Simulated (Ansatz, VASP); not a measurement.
**One calculation of AsAu, two programs**

```
CELL_PARAMETERS angstrom
0.00000 2.92028 2.92028
2.92028 0.00000 2.92028
2.92028 2.92028 0.00000
ATOMIC_POSITIONS crystal
Au 0.00000 0.00000 0.00000
As 0.25000 0.25000 0.25000
```

Alike in both runs: task single point; functional PBE; k mesh 11 × 11 × 11; occupations fermi-dirac, width 0.08 eV; no spin polarisation.

```csv
,VASP,Ansatz
version,VASP 6.6.1,Ansatz 0.2.0
potentials or method,"VASP PAW PBE potentials, release 64 (Au, As), cutoff 520 eV","all-electron LAPW, scalar-relativistic"
```

VASP gave:

```
pressure (GPa) : -0.1
```

Task: Which values does Ansatz return?

Result: Pressure (GPa): 0.0.

Ansatz ran all-electron here, and VASP with PAW potentials.

Neither program's run includes spin-orbit coupling.
